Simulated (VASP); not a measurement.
SiGe2N2:

```xyz
5
Lattice="-1.8191 1.8191 4.7728 1.8191 -1.8191 4.7728 1.8191 1.8191 -4.7728" Properties=species:S:1:pos:R:3 pbc="T T T"
Si    0.0000    0.0000    0.0000
Ge    1.8191    0.0000    2.3864
Ge    0.0000    1.8191    2.3864
N     0.0000    0.0000    5.9756
N     0.0000    0.0000    3.5701
```

```yaml
Program: VASP 6.6.1
Task: relaxation of cell and atoms
Functional: PBE
Potentials_or_basis: VASP PAW PBE potentials, release 64 (Si, Ge_d, N)
Cutoff: 600 eV
k_mesh: 6 × 6 × 6
Occupations: gaussian, width 0.1 eV
Spin: no spin polarisation
```

At the start: pressure 16.8 GPa; volume 12.63 Å³/atom.

Task: How do energy, volume and symmetry change on relaxing?

Result: Over 13 steps the energy falls by 551.6 meV/atom and the volume is 15.05 Å³/atom (+19.1 %); space group I4/mmm (No. 139, to 0.05 Å).

Step by step:
```
step  energy change (eV)  largest force (eV/Å)  pressure (GPa)  volume (Å³)
   1              0.0000                1.4348           16.78        63.17
   2             -0.6451                1.7359           -5.01        75.99
   3             -0.6574                1.7084           -2.94        73.99
   4             -0.9610                1.3638           -2.51        73.87
   5             -1.4999                1.1331            0.97        73.42
   6             -2.7161                0.1138            3.52        72.09
   7             -2.7223                0.1388            3.69        71.80
   8             -2.7269                0.0426            3.55        71.90
   9             -2.5423                0.3385           -7.12        81.55
  10             -2.7503                0.0509            0.43        73.95
  11             -2.7558                0.0210            0.31        74.59
  12             -2.7567                0.0406            0.15        75.71
  13             -2.7578                0.0131            0.16        75.26
```

Final structure:
```
CELL_PARAMETERS angstrom
-2.08010 2.08010 4.34820
2.08010 -2.08010 4.34820
2.08010 2.08010 -4.34820
ATOMIC_POSITIONS crystal
Si 0.00000 0.00000 0.00000
Ge 0.25000 0.75000 0.50000
Ge 0.75000 0.25000 0.50000
N 0.73881 0.73881 0.00000
N 0.26119 0.26119 0.00000
```

Caveat: the k points lie up to 0.36 Å⁻¹ apart in the final cell; the volume moved by over 15 % at a fixed basis, so the end points are rough.
